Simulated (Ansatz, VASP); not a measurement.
Two plane-wave programs on WSe2

Contents of INCAR:

```
PREC = Accurate
ENCUT = 520
EDIFF = 1E-6
ISMEAR = 0
SIGMA = 0.02
LREAL = F
LASPH = T
NELM = 60
ALGO = Normal
ISIF = 2
LWAVE = F
LCHARG = T
GGA = PS
LELF = T
LVHAR = T
NBANDS = 35
```

The input KPOINTS:

```
regular mesh
0
Gamma
  12 12 2
```

The input POSCAR:

```
WSe2
1.0
    3.2383849128      0.0000000000      0.0000000000
   -1.6191924564      2.8045236017      0.0000000000
    0.0000000000      0.0000000000     13.0914344443
W Se
2 4
Direct
    0.6666666667      0.3333333333      0.7500000000
    0.3333333333      0.6666666667      0.2500000000
    0.3333333333      0.6666666667      0.8787768044
    0.6666666667      0.3333333333      0.3787768044
    0.3333333333      0.6666666667      0.6212231956
    0.6666666667      0.3333333333      0.1212231956
```

Input for Ansatz:

```yaml
crystal:
  lattice:
    - [3.2383849128, 0.0, 0.0]
    - [-1.6191924564, 2.8045236017, 0.0]
    - [0.0, 0.0, 13.0914344443]
  atoms:
    - { symbol: W, position: [0.6666666667, 0.3333333333, 0.75] }
    - { symbol: W, position: [0.3333333333, 0.6666666667, 0.25] }
    - { symbol: Se, position: [0.3333333333, 0.6666666667, 0.8787768044] }
    - { symbol: Se, position: [0.6666666667, 0.3333333333, 0.3787768044] }
    - { symbol: Se, position: [0.3333333333, 0.6666666667, 0.6212231956] }
    - { symbol: Se, position: [0.6666666667, 0.3333333333, 0.1212231956] }
basis:
  ecutwfc: 420
kpoints:
  mp_grid: { grid: [12, 12, 2] }
  band_path: { path: [VBM, CBM], npoints: 2 }
hamiltonian:
  xc: pbesol
scf:
  occupations: { method: gaussian, width: 0.02 }
output:
  forces: true
  stress: true
  eigenvalues: true
checkpoint:
  read: start.run
  write: ck
  compress: false
  write_wavefunctions: false
  write_every: 100000
```

Alike in both runs: task single point; functional PBEsol; k mesh 12 × 12 × 2; occupations gaussian, width 0.02 eV; no spin polarisation.

```csv
,VASP,Ansatz
version,VASP 6.6.1,Ansatz 0.2.0
potentials or method,"VASP PAW PBE potentials, release 64 (W_sv, Se), cutoff 520 eV","scalar-relativistic, plane waves, PAW"
valence electrons in the cell,52,92
```

|  | VASP | Ansatz | Ansatz less VASP |
| --- | --- | --- | --- |
| gap on the k mesh at the Fermi level (eV) | 1.00 | 1.00 | +0.005 |
| least direct gap on the mesh (eV) | 1.72 | 1.72 | +0.003 |
| pressure (GPa) | 2.3 | 1.8 | -0.45 |
| traceless stress, the component that is largest in VASP (GPa) | -1.26 | -1.36 | -0.105 |
| rms of the force components (eV/Å) | 0.030 | 0.000 | -0.0299 |

VASP's potentials were made for PBE, not for PBEsol. Atom by atom the forces differ by 0.030 eV/Å (rms over components). VASP's potentials hold 52 valence electrons a cell and Ansatz's 92, so a difference there can come from the potentials and not from the codes.

Spin-orbit coupling is off throughout.
